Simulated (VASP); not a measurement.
W: relaxation of cell and atoms with PBEsol

Crystal: W.

```
W
1.0
    -1.57705    1.57705    1.57705
     1.57705   -1.57705    1.57705
     1.57705    1.57705   -1.57705
W
1
Direct
  0.00000 0.00000 0.00000
```

```json
{"Program": "VASP 6.6.1", "Task": "relaxation of cell and atoms", "Functional": "PBEsol", "Potentials or basis": "VASP PAW PBE potentials, release 64 (W_sv)", "Cutoff": "600 eV", "k mesh": "24 × 24 × 24", "Occupations": "fermi-dirac, width 0.08 eV", "Spin": "no spin polarisation", "Target pressure": "15 GPa", "Dipole correction": "no", "Further INCAR settings": "ALGO = Normal; EDIFF = 1e-06; IBRION = 2; EDIFFG = -0.002; NSW = 100; ISIF = 3"}
```

| Quantity | Value |
| --- | --- |
| Relaxed volume | 15.07 Å³/atom |
| Relaxed cell | a = 2.695 Å, b = 2.695 Å, c = 2.695 Å, α = 109.47°, β = 109.47°, γ = 109.47° |
| Space group after relaxing (to 0.05 Å) | Im-3m (No. 229) |
| Energy change on relaxing (the enthalpy is what falls) | +29.3 meV/atom |
| Ionic steps | 7 |
| Pressure after relaxing | 15.0 GPa |
| Band gap on the k mesh | zero (band 7 reaches 17.57 eV, above the bottom of band 8 at 10.69 eV) |

Step by step:
```tsv
step	energy change (eV)	largest force (eV/Å)	pressure (GPa)	volume (Å³)
1	0.0000	0.0000	0.72	15.69
2	0.8338	0.0000	106.66	12.72
3	0.0249	0.0000	13.74	15.12
4	0.0285	0.0000	14.78	15.08
5	0.0297	0.0000	15.06	15.07
6	0.0286	0.0000	14.85	15.08
7	0.0293	0.0000	14.99	15.07
```

Final structure:
```
W
1.0
    -1.55610    1.55610    1.55610
     1.55610   -1.55610    1.55610
     1.55610    1.55610   -1.55610
W
1
Cartesian
  0.0000 0.0000 0.0000
```

Levels at points of the mesh, in eV from the Fermi level:
```
           k point  band 3  band 4  band 5  band 6  band 7  band 8  band 9  band 10  band 11
(0.00, 0.00, 0.00)  -37.61  -37.61   -9.98   -1.38   -1.38   -1.38    2.31     2.31    14.60
(0.50, 0.00, 0.00)  -38.10  -37.62   -6.68   -3.88    0.84    2.24    3.28     6.58    11.58
(0.50, 0.50, 0.50)  -38.67  -38.67   -6.32   -6.32    5.50    5.50    5.50     8.63     8.63
```

It took 4.9 min on 1 thread of Intel Xeon 6975P-C, with other jobs on the host, peak memory 0.23 GiB.

Caveat: the cell is relaxed towards a set pressure, so the enthalpy falls and the energy may rise; the PAW data sets were made with another functional, which shifts forces and pressure a little; spin-orbit coupling is left out, which moves the levels of the heavy elements.
